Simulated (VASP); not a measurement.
# SiNi (Pnma) in VASP: further runs, part 2 of 2

VASP 6.6.1.

### 4 Single point, PBEsol (strain -0.030 along x and y, +0.030 along z)

Input file INCAR:

```
  PREC = Accurate
  ENCUT = 520
  EDIFF = 1E-6
  ISMEAR = 0
  SIGMA = 0.15
  LREAL = F
  LASPH = T
  NELM = 100
  ALGO = Normal
  ISIF = 2
  LWAVE = F
  LCHARG = F
  GGA = PS
  NBANDS = 38
```

Input file KPOINTS:

```
regular mesh
0
Gamma
  8 12 8
```

Input file POSCAR:

```
SiNi
1.0
    4.9351934525      0.0000000000      0.0000000000
    0.0000000000      3.2570383932      0.0000000000
    0.0000000000      0.0000000000      5.6936649999
Si Ni
4 4
Direct
    0.3214276689      0.7500000000      0.0865554891
    0.1785723311      0.2500000000      0.5865554891
    0.8214276689      0.7500000000      0.4134445109
    0.6785723311      0.2500000000      0.9134445109
    0.0093007299      0.2500000000      0.1873863599
    0.4906992701      0.7500000000      0.6873863599
    0.5093007299      0.2500000000      0.3126136401
    0.9906992701      0.7500000000      0.8126136401
```

Potentials or basis: VASP PAW PBE potentials, release 64 (Si, Ni).

Run with:

```
$ cat potpaw_PBE.64/Si/POTCAR potpaw_PBE.64/Ni/POTCAR > POTCAR
$ mpirun -np 1 vasp_std > vasp.out
```

OUTCAR:

```text
PREC = Accurate
   ENCUT = 520
   EDIFF = 1E-6
   ISMEAR = 0
   LREAL = F
   LASPH = T
   NELM = 100
   ISIF = 2
   GGA = PS

 ion  position               nearest neighbor table
   1  0.321  0.750  0.087-   8 2.26   7 2.27   7 2.27   5 2.31   5 2.31   6 2.42   4 2.59   4 2.59
                             3 3.09   3 3.09
   2  0.179  0.250  0.587-   7 2.26   8 2.27   8 2.27   6 2.31   6 2.31   5 2.42   3 2.59   3 2.59
                             4 3.09   4 3.09
   3  0.821  0.750  0.413-   6 2.26   5 2.27   5 2.27   7 2.31   7 2.31   8 2.42   2 2.59   2 2.59
                             1 3.09   1 3.09
   4  0.679  0.250  0.913-   5 2.26   6 2.27   6 2.27   8 2.31   8 2.31   7 2.42   1 2.59   1 2.59
                             2 3.09   2 3.09
[... 1209 lines left out ...]
  in kB      130.3096942    105.5140444    -11.2606837      0.0000000      0.0000000      0.0000000
  external PRESSURE =      74.8543516 kB  Pullay stress =       0.0000000 kB

 VOLUME and BASIS-vectors are now :
 -----------------------------------------------------------------------------
  energy-cutoff  :      520.00
  volume of cell :       91.52
      direct lattice vectors                 reciprocal lattice vectors
     4.935193453  0.000000000  0.000000000     0.202626302  0.000000000  0.000000000
     0.000000000  3.257038393  0.000000000     0.000000000  0.307027391  0.000000000
     0.000000000  0.000000000  5.693665000     0.000000000  0.000000000  0.175633797

 POSITION                                       TOTAL-FORCE (eV/Angst)
 -----------------------------------------------------------------------------------
      1.58631      2.44278      0.49282        -0.000668     -0.000000     -0.299391
      0.88129      0.81426      3.33965         0.000668     -0.000000     -0.299391
      4.05390      2.44278      2.35401        -0.000668      0.000000      0.299391
      3.34889      0.81426      5.20085         0.000668     -0.000000      0.299391
      0.04590      0.81426      1.06692        -0.056848     -0.000000      0.066626
      2.42170      2.44278      3.91375         0.056848      0.000000      0.066626
      2.51350      0.81426      1.77992        -0.056848     -0.000000     -0.066626
      4.88929      2.44278      4.62675         0.056848      0.000000     -0.066626
 -----------------------------------------------------------------------------------
    total drift:                               -0.000000      0.000000      0.000000

  FREE ENERGIE OF THE ION-ELECTRON SYSTEM (eV)
  ---------------------------------------------------
  free  energy   TOTEN  =       -52.0587177494 eV

  energy  without entropy=      -52.0367615564  energy(sigma->0) =      -52.04773965
```

OSZICAR:

```text
N       E                     dE             d eps       ncg     rms          rms(c)
DAV:   1     0.373485438380E+03    0.37349E+03   -0.24344E+04 13300   0.176E+03
DAV:   2    -0.266213444079E+02   -0.40011E+03   -0.38317E+03 13300   0.370E+02
DAV:   3    -0.588819280615E+02   -0.32261E+02   -0.31107E+02 14890   0.125E+02
DAV:   4    -0.599529679091E+02   -0.10710E+01   -0.10644E+01 15904   0.211E+01
DAV:   5    -0.599873338582E+02   -0.34366E-01   -0.34353E-01 16444   0.360E+00    0.305E+01
DAV:   6    -0.684356001554E+02   -0.84483E+01   -0.14168E+02 15378   0.176E+02    0.362E+01
DAV:   7    -0.519858716820E+02    0.16450E+02   -0.46167E+01 15582   0.110E+02    0.626E+00
DAV:   8    -0.522037651701E+02   -0.21789E+00   -0.63216E+00 19530   0.183E+01    0.409E+00
DAV:   9    -0.520626319692E+02    0.14113E+00   -0.58632E-01 15892   0.105E+01    0.794E-01
DAV:  10    -0.520602919198E+02    0.23400E-02   -0.27548E-02 15856   0.172E+00    0.463E-01
DAV:  11    -0.520587663675E+02    0.15256E-02   -0.41320E-03 19432   0.761E-01    0.130E-01
DAV:  12    -0.520587471540E+02    0.19214E-04   -0.27989E-04 15496   0.114E-01    0.611E-02
DAV:  13    -0.520587185297E+02    0.28624E-04   -0.43686E-05 20776   0.645E-02    0.228E-02
DAV:  14    -0.520587178024E+02    0.72732E-06   -0.12898E-05 16536   0.194E-02    0.521E-03
DAV:  15    -0.520587177494E+02    0.52996E-07   -0.80236E-07  8266   0.118E-02
   1 F= -.52058718E+02 E0= -.52047740E+02  d E =-.219562E-01
```

Run time: 15 min. Hardware: 1 thread of Oxide Virtual Turin-like, shared host; peak memory 0.49 GiB.

Results:

* Free energy: -52.0587 eV
* Pressure: 7.5 GPa
* Largest force: 0.299 eV/Å
* Band gap on the k mesh: zero (band 28 reaches 12.61 eV, above the bottom of band 29 at 10.38 eV)

Forces in eV/Å, atoms in the order of the input:
```
Si  -0.001  0.000 -0.299
Si   0.001  0.000 -0.299
Si  -0.001  0.000  0.299
Si   0.001  0.000  0.299
Ni  -0.057  0.000  0.067
Ni   0.057  0.000  0.067
Ni  -0.057  0.000 -0.067
Ni   0.057  0.000 -0.067
```

Stress tensor (GPa, compression positive):
```
13.03  0.00  0.00
 0.00 10.55  0.00
 0.00  0.00 -1.13
```

Levels at points of the mesh, in eV from the Fermi level:
| k point | band 25 | band 26 | band 27 | band 28 | band 29 | band 30 | band 31 | band 32 |
| --- | --- | --- | --- | --- | --- | --- | --- | --- |
| (0.00, 0.00, 0.00) | -2.14 | -1.18 | -1.01 | -0.98 | 0.66 | 1.37 | 3.56 | 3.98 |
| (0.50, 0.00, 0.00) | -1.99 | -1.99 | 1.37 | 1.37 | 1.41 | 1.41 | 4.13 | 4.13 |
| (0.00, 0.50, 0.00) | -2.03 | -2.03 | -1.62 | -1.62 | -0.70 | -0.70 | 1.89 | 1.89 |
| (0.50, 0.50, 0.00) | -1.85 | -1.85 | -1.85 | -1.85 | 0.34 | 0.34 | 0.34 | 0.34 |
| (0.00, 0.00, 0.50) | -1.69 | -1.69 | -0.46 | -0.46 | 1.00 | 1.00 | 3.36 | 3.36 |
| (0.50, 0.00, 0.50) | -1.50 | -1.50 | 0.82 | 0.82 | 2.50 | 2.50 | 2.80 | 2.80 |
| (0.00, 0.50, 0.50) | -2.13 | -2.13 | -1.80 | -1.80 | 0.10 | 0.10 | 1.61 | 1.61 |
| (0.50, 0.50, 0.50) | -2.04 | -2.04 | -2.04 | -2.04 | 2.38 | 2.38 | 2.38 | 2.38 |

Caveat: the cell differs from its parent crystal (strain -0.030 along x and y, +0.030 along z); the PAW data sets were made with another functional, which shifts forces and pressure a little.

### 5 Single point, PBEsol (strain +0.000 along x and y, -0.030 along z)

Input file INCAR:

```
SYSTEM = SiNi
PREC     = Accurate       ! precision mode
ENCUT    = 520            ! plane-wave cutoff, eV
EDIFF    = 1E-7           ! SCF threshold, eV
ISMEAR   = 0              ! smearing method
SIGMA    = 0.15           ! smearing width, eV
LREAL    = .False.        ! projectors in reciprocal space
LASPH    = .True.         ! aspherical terms in the spheres
NELM     = 100            ! most SCF steps
ALGO     = Normal         ! electronic algorithm
ISIF     = 2              ! what is computed and relaxed
LWAVE    = .False.        ! write WAVECAR
LCHARG   = .False.        ! write CHGCAR
GGA      = PS             ! functional
NBANDS   = 38             ! bands
```

Input file KPOINTS:

```
Automatic mesh
0
Gamma
  8 12 8
  0 0 0
```

POSCAR, as its differences from that of step 4:

```diff
@@ -2,5 +2,5 @@
 1.0
-    4.9351934525      0.0000000000      0.0000000000
-    0.0000000000      3.2570383932      0.0000000000
-    0.0000000000      0.0000000000      5.6936649999
+    5.0878283015      0.0000000000      0.0000000000
+    0.0000000000      3.3577715394      0.0000000000
+    0.0000000000      0.0000000000      5.3619951941
 Si Ni
```

Run with:

```
$ cat potpaw_PBE.64/Si/POTCAR potpaw_PBE.64/Ni/POTCAR > POTCAR
$ mpirun -np 1 vasp_std > vasp.out
```

It took 18 min on 1 thread of Oxide Virtual Turin-like, shared host; peak memory 0.5 GiB.

Results (log left out):

| Property | Result |
| --- | --- |
| Free energy | -52.1860 eV |
| Pressure | 6.5 GPa |
| Largest force | 0.252 eV/Å |
| Band gap on the k mesh | zero (band 28 reaches 12.21 eV, above the bottom of band 29 at 10.40 eV) |

Forces on the atoms (eV/Å):
```
Si   0.042  0.000  0.249
Si  -0.042  0.000  0.249
Si   0.042  0.000 -0.249
Si  -0.042  0.000 -0.249
Ni   0.108  0.000 -0.176
Ni  -0.108  0.000 -0.176
Ni   0.108  0.000  0.176
Ni  -0.108  0.000  0.176
```

Stress tensor (GPa, compression positive):
```
 4.50  0.00  0.00
 0.00  4.72  0.00
 0.00  0.00 10.31
```

Levels at points of the mesh, in eV from the Fermi level:
```
           k point  band 26  band 27  band 28  band 29  band 30  band 31
(0.00, 0.00, 0.00)    -1.54    -1.24    -0.95     0.69     1.54     3.31
(0.50, 0.00, 0.00)    -1.97     0.82     0.82     1.00     1.00     3.71
(0.00, 0.50, 0.00)    -2.09    -1.48    -1.48    -0.60    -0.60     2.23
(0.50, 0.50, 0.00)    -1.83    -1.83    -1.83     0.63     0.63     0.63
(0.00, 0.00, 0.50)    -1.40    -0.04    -0.04     0.81     0.81     3.50
(0.50, 0.00, 0.50)    -0.73     0.82     0.82     2.33     2.33     2.53
(0.00, 0.50, 0.50)    -2.16    -1.82    -1.82     0.19     0.19     1.41
(0.50, 0.50, 0.50)    -2.05    -2.05    -2.05     2.88     2.88     2.88
```

Caveat: the cell differs from its parent crystal (strain +0.000 along x and y, -0.030 along z); the PAW data sets were made with another functional, which shifts forces and pressure a little. Spin polarisation is off, so any magnetic state and its effect on volume and gap are missing.

### 6 Overview

| cell | gap on the mesh (eV) | pressure (GPa) | largest force (eV/Å) |
| --- | --- | --- | --- |
| a = 4.935, b = 3.257, c = 5.362 Å, 8 atoms | none | 21.9 | 0.30 |
| a = 4.935, b = 3.257, c = 5.445 Å, 8 atoms | none | 17.7 | 0.19 |
| a = 4.935, b = 3.257, c = 5.694 Å, 8 atoms | none | 7.5 | 0.30 |
| a = 5.088, b = 3.358, c = 5.362 Å, 8 atoms | none | 6.5 | 0.25 |

Alike in all rows: task single point; level PBEsol; potentials or basis VASP PAW PBE potentials, release 64 (Si, Ni); no spin polarisation; k mesh 8 × 12 × 8; cutoff (eV) 520; smearing gaussian 0.15 eV.

Caveats: the PAW data sets were made with another functional, which shifts forces and pressure a little.

Absolute energies hang on the potentials; compare differences alone.
